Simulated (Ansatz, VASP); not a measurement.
**Two plane-wave programs on H**

```
H
1.0
     8.00000    0.00000    0.00000
     0.00000    8.00000    0.00000
     0.00000    0.00000    8.00000
H
2
Direct
  0.50000 0.50000 0.43125
  0.50000 0.50000 0.56875
```

Alike in both runs: task single point; functional r2SCAN; k mesh 1 × 1 × 1; no spin polarisation.

|  | VASP | Ansatz |
| --- | --- | --- |
| version | VASP 6.6.1 | Ansatz 0.2.0 |
| potentials or method | VASP PAW PBE potentials, release 64 (H), cutoff 440 eV | scalar-relativistic, plane waves, PAW |
| occupations | gaussian, width 0.01 eV | fixed |
| valence electrons in the cell | 2 | 2 |

|  | VASP | Ansatz | Ansatz less VASP |
| --- | --- | --- | --- |
| gap on the k mesh at the Fermi level (eV) | 8.50 | 8.53 | +0.029 |
| rms of the force components (eV/Å) | 2.808 | 2.809 | +0.0015 |

VASP's potentials were made for PBE, not for r2SCAN. Atom by atom the forces differ by 0.001 eV/Å (rms over components). Ansatz's warnings: xc potential rough in thin density.
